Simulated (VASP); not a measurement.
KCl, 2 atoms in the cell. The structure is cubic, space group Fm-3m (No. 225). Conventional cell: a = 6.333 Å, b = 6.333 Å, c = 6.333 Å, α = 90.00°, β = 90.00°, γ = 90.00°. K (site symmetry m-3m) has 6 Cl at 3.17 Å within 4.2 Å. Cl (site symmetry m-3m) has 6 K at 3.17 Å within 4.2 Å.  This cell differs from its parent crystal: volume scaled by 1.01.

```yaml
Program: VASP 6.6.1
Task: single point
Functional: PBE
Potentials_or_basis: VASP PAW PBE potentials, release 64 (K_sv, Cl)
Cutoff: 520 eV
k_mesh: 7 × 7 × 7
Occupations: fermi-dirac, width 0.03 eV
Spin: no spin polarisation
Dipole_correction: no
Further_INCAR_settings: ALGO = Normal; EDIFF = 1e-06; NBANDS = 15
```

Potentials or basis: VASP PAW PBE potentials, release 64 (K_sv, Cl).

Launch:

```sh
$ cat potpaw_PBE.64/K_sv/POTCAR potpaw_PBE.64/Cl/POTCAR > POTCAR
$ mpirun -np 1 vasp_std > vasp.out
```

Hardware: 1 thread of AMD EPYC 9R45 (Zen 5), with other jobs on the host.

How long does it take, and how much memory?

It took 12 s on 1 thread of AMD EPYC 9R45 (Zen 5) (shared host), peak memory 0.17 GiB. Counts: scf iterations 13, k points 20.
